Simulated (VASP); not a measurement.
A run of VASP 6.6.1 is set up as follows.

INCAR

```
SYSTEM = C
ALGO     = Normal         ! electronic algorithm
DIPOL    = 0.5 0.5 0.500
EDIFF    = 1E-6           ! SCF threshold, eV
ENCUT    = 520            ! plane-wave cutoff, eV
GGA      = PE             ! functional
IDIPOL   = 3            
ISIF     = 2              ! what is computed and relaxed
ISMEAR   = 0              ! smearing method
IVDW     = 12             ! dispersion correction
LASPH    = .TRUE.         ! aspherical terms in the spheres
LCHARG   = .TRUE.         ! write CHGCAR
LDIPOL   = .TRUE.       
LELF     = .TRUE.         ! ELF
LREAL    = .FALSE.        ! projectors in reciprocal space
LVACPOTAV= .TRUE.       
LVHAR    = .TRUE.       
LWAVE    = .FALSE.        ! write WAVECAR
NBANDS   = 11             ! bands
NELM     = 60             ! most SCF steps
PREC     = Accurate       ! precision mode
SIGMA    = 0.1            ! smearing width, eV
```

The input KPOINTS:

```
k-points
0
G
  21 21 1
  0 0 0
```

The input POSCAR:

```
C
1.0
    2.4163824449     -0.0000079037      0.0000000000
    1.2081982069      2.1353514364      0.0000000000
    0.0000000000      0.0000000000     26.0015393183
C
2
Direct
    0.1661170521      0.1646364075      0.5000000000
    0.4984632891      0.4999439337      0.5000000000
```

Potentials or basis: VASP PAW PBE potentials, release 64 (C).

Command:

```console
$ cat potpaw_PBE.64/C/POTCAR > POTCAR
$ mpirun -np 1 vasp_std > vasp.out
```

(1) What does it give for the dispersion energy per atom?

Results:

(1) -0.089 eV.

Caveat: the cell differs from its parent crystal (strain along x -0.020, then relaxed in part).
